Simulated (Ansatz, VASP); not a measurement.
## Te2Mo in VASP and in Ansatz

The input POSCAR:

```
Te2Mo
1.0
    3.5656550000      0.0000000000      0.0000000000
   -1.7828270000      3.0879470000      0.0000000000
    0.0000000000      0.0000000000     14.6477790000
Te Mo
4 2
Direct
    0.3333330000      0.6666670000      0.6278230000
    0.6666670000      0.3333330000      0.1278230000
    0.6666670000      0.3333330000      0.3721770000
    0.3333330000      0.6666670000      0.8721770000
    0.3333330000      0.6666670000      0.2500000000
    0.6666670000      0.3333330000      0.7500000000
```

INCAR.step1

```
PREC = Accurate
ENCUT = 600
ISMEAR = 0
SIGMA = 0.02
LREAL = F
LASPH = T
NELM = 100
GGA = PE
ALGO = Normal
EDIFF = 1E-4
LWAVE = T
LCHARG = F
```

File INCAR.step2:

```
PREC = Accurate
ENCUT = 600
EDIFF = 1E-6
ISMEAR = 0
SIGMA = 0.02
LREAL = F
LASPH = T
NELM = 100
ALGO = Normal
ISIF = 3
LWAVE = F
LCHARG = F
METAGGA = R2SCAN
LMIXTAU = T
IBRION = 2
NSW = 70
EDIFFG = -0.02
ISTART = 1
```

File KPOINTS:

```
Automatic mesh
0
Gamma
  9 9 2
```

Input for Ansatz:

```yaml
crystal:
  lattice:
    - [3.565655, 0.0, 0.0]
    - [-1.782827, 3.087947, 0.0]
    - [0.0, 0.0, 14.647779]
  atoms:
    - { symbol: Te, position: [0.333333, 0.666667, 0.627823] }
    - { symbol: Te, position: [0.666667, 0.333333, 0.127823] }
    - { symbol: Te, position: [0.666667, 0.333333, 0.372177] }
    - { symbol: Te, position: [0.333333, 0.666667, 0.872177] }
    - { symbol: Mo, position: [0.333333, 0.666667, 0.25] }
    - { symbol: Mo, position: [0.666667, 0.333333, 0.75] }
basis:
  ecutwfc: 500
kpoints:
  mp_grid: { grid: [9, 9, 2] }
hamiltonian:
  xc: r2scan
scf:
  occupations: { method: gaussian, width: 0.02 }
output:
  forces: true
  stress: true
  eigenvalues: true
relax:
  adjacent_minimum: "off"
  f_tol: 0.02
  max_steps: 50
  cell: { stress_tol: 0.1 }
```

Alike in both runs: task relaxation of cell and atoms; functional r2SCAN; k mesh 9 × 9 × 2; occupations gaussian, width 0.02 eV; no spin polarisation.

|  | VASP | Ansatz |
| --- | --- | --- |
| version | VASP 6.6.1 | Ansatz 0.2.0 |
| potentials or method | VASP PAW PBE potentials, release 64 (Te, Mo_sv), cutoff 600 eV | scalar-relativistic, plane waves, PAW |
| valence electrons in the cell | 52 | 92 |

VASP gave:

* gap on the k mesh at the Fermi level, each at its own relaxed structure (eV): 1.04
* relaxed volume (Å³/atom): 26.89
* relaxed cell length with the largest relative difference (Å): 14.660

**Question.** Which values does Ansatz return?

**Answer.** gap on the k mesh at the Fermi level, each at its own relaxed structure (eV): 1.03; relaxed volume (Å³/atom): 26.88; relaxed cell length with the largest relative difference (Å): 14.648.

VASP's potentials were made for PBE, not for r2SCAN. VASP's potentials hold 52 valence electrons a cell and Ansatz's 92, so a difference there can come from the potentials and not from the codes. Ansatz's warnings: structure snapped to symmetry.

Spin-orbit coupling is off throughout.
